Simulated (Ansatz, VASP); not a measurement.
## BP in VASP and in Ansatz

The input INCAR:

```
PREC = Accurate ; ENCUT = 520
EDIFF = 1E-7 ; ISMEAR = -1
SIGMA = 0.001 ; LREAL = False
LASPH = True ; NELM = 100
ALGO = Normal ; ISIF = 2
LWAVE = False ; LCHARG = False
GGA = PE ; NBANDS = 11
```

Contents of KPOINTS:

```
Automatic mesh
0
Gamma
  6 6 6
```

POSCAR

```
BP
1.0
    0.0000000000      2.2683156724      2.2683156724
    2.2683156724      0.0000000000      2.2683156724
    2.2683156724      2.2683156724      0.0000000000
B P
1 1
Direct
    0.0000000000      0.0000000000      0.0000000000
    0.2500000000      0.2500000000      0.2500000000
```

Input for Ansatz:

```yaml
crystal:
  lattice:
    - [0.0, 2.2683156724, 2.2683156724]
    - [2.2683156724, 0.0, 2.2683156724]
    - [2.2683156724, 2.2683156724, 0.0]
  atoms:
    - { symbol: B, position: [0.0, 0.0, 0.0] }
    - { symbol: P, position: [0.25, 0.25, 0.25] }
kpoints:
  mp_grid: { grid: [6, 6, 6] }
hamiltonian:
  xc: pbe
scf:
  occupations: { method: fermi_dirac, width: 0.001 }
  n_extra_bands: 4
output:
  forces: true
  stress: true
  eigenvalues: true
```

Alike in both runs: task single point; functional PBE; k mesh 6 × 6 × 6; occupations fermi-dirac, width 0.001 eV; no spin polarisation.

```csv
,VASP,Ansatz
version,VASP 6.6.1,Ansatz 0.2.0
potentials or method,"VASP PAW PBE potentials, release 64 (B, P)",plane waves
plane-wave cutoff (eV),520,420
valence electrons in the cell,8,8
```

```csv
,VASP,Ansatz,Ansatz less VASP
gap on the k mesh at the Fermi level (eV),1.33,1.33,+0.004
pressure (GPa),1.2,1.4,+0.23
```

The functional is the same, so the differences come from potentials, cutoffs and numerics.
